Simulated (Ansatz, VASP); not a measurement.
# Two plane-wave programs on Ti

```
Ti
1.0
     0.00000    2.03000    2.03000
     2.03000    0.00000    2.03000
     2.03000    2.03000    0.00000
Ti
1
Direct
  0.00000 0.00000 0.00000
```

Alike in both runs: task single point; functional LDA; k mesh 6 × 6 × 6; occupations gaussian, width 0.1 eV; no spin polarisation.

|  | VASP | Ansatz |
| --- | --- | --- |
| version | VASP 6.6.1 | Ansatz 0.2.0 |
| potentials or method | VASP PAW LDA potentials, release 64 (Ti_sv), cutoff 500 eV | scalar-relativistic, plane waves, PAW |
| valence electrons in the cell | 12 | 12 |

Ansatz gave:

- gap on the k mesh at the Fermi level (eV): none
- pressure (GPa): -4.2

Q: Which values does VASP return?

A: gap on the k mesh at the Fermi level (eV): none; pressure (GPa): -4.4.

LDA's correlation is that of Perdew and Zunger in VASP and of Perdew and Wang (1992) in Ansatz. A gap of «none» marks a metal or a gap that the smearing closes.

The k mesh is coarse, so the values compare programs but aren't converged.
